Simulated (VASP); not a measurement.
MnO2, 6 atoms in the cell. The structure is tetragonal, space group P4_2/mnm (No. 136). The conventional cell has a = 4.383 Å, b = 4.383 Å, c = 2.861 Å, α = 90.00°, β = 90.00°, γ = 90.00°. Mn (site symmetry mmm) has 6 O at 1.87 to 1.89 Å within 2.5 Å. Within 2.5 Å of O (site symmetry m2m) lie 3 Mn at 1.87 to 1.89 Å and 1 O at 2.42 Å. 

```yaml
Program: VASP 6.6.1
Task: single point
Functional: r2SCAN
Dispersion: D3(BJ)
Potentials_or_basis: VASP PAW PBE potentials, release 64 (Mn_pv, O)
Cutoff: 520 eV
k_mesh: 6 × 6 × 10
Occupations: tetrahedron
Spin: collinear spin, antiferromagnetic start
Starting_moments: "[3.0, -3.0, 0.0, 0.0, 0.0, 0.0] μB"
Dipole_correction: no
Further_INCAR_settings: ALGO = Normal; EDIFF = 1e-06; NBANDS = 38
```

Potentials or basis: VASP PAW PBE potentials, release 64 (Mn_pv, O).

Command:

```sh
$ cat potpaw_PBE.64/Mn_pv/POTCAR potpaw_PBE.64/O/POTCAR > POTCAR
$ cp INCAR.step1 INCAR
$ mpirun -np 1 vasp_std > vasp.out
$ cp INCAR.step2 INCAR
$ mpirun -np 1 vasp_std > vasp.out
```

Hardware: 1 thread of Intel(R) Xeon(R) 6975P-C (Granite Rapids), with other jobs on the host.

Question: How long does it take, and how much memory?

Answer: It took 4.8 min on 1 thread of Intel(R) Xeon(R) 6975P-C (Granite Rapids), with other jobs on the host, peak memory 0.33 GiB. Counts: k points 60.
